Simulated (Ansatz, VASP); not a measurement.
## Te: VASP beside Ansatz

```xyz
8
Lattice="0.0000 5.2534 -3.6638 4.5496 -2.6267 -3.6638 -4.5496 -2.6267 -3.6638" Properties=species:S:1:pos:R:3 pbc="T T T"
Te    0.0000    0.0000   -2.7479
Te    0.0000    2.6267   -4.5798
Te    2.2748   -1.3134   -4.5798
Te    2.2748    1.3134   -6.4117
Te   -2.2748   -1.3134   -4.5798
Te   -2.2748    1.3134   -6.4117
Te    0.0000   -2.6267   -6.4117
Te    0.0000    0.0000   -8.2436
```

Alike in both runs: functional PBE; k mesh 6 × 6 × 6; occupations gaussian, width 0.1 eV; no spin polarisation.

Ansatz relaxed the structure, and its values are those at the end. VASP's run is a single point on that final structure, the one shown.

|  | VASP | Ansatz |
| --- | --- | --- |
| version | VASP 6.6.1 | Ansatz 0.2.0 |
| potentials or method | VASP PAW PBE potentials, release 64 (Te), cutoff 520 eV | scalar-relativistic, plane waves, PAW |
| valence electrons in the cell | 48 | 128 |

```csv
,VASP,Ansatz,Ansatz less VASP
gap on the k mesh at the Fermi level (eV),none,none,-
pressure (GPa),-0.1,0.0,+0.04
```

A gap of «none» marks a metal or a gap that the smearing closes. VASP's potentials hold 48 valence electrons a cell and Ansatz's 128, so a difference there can come from the potentials and not from the codes.

Spin-orbit coupling is off throughout.
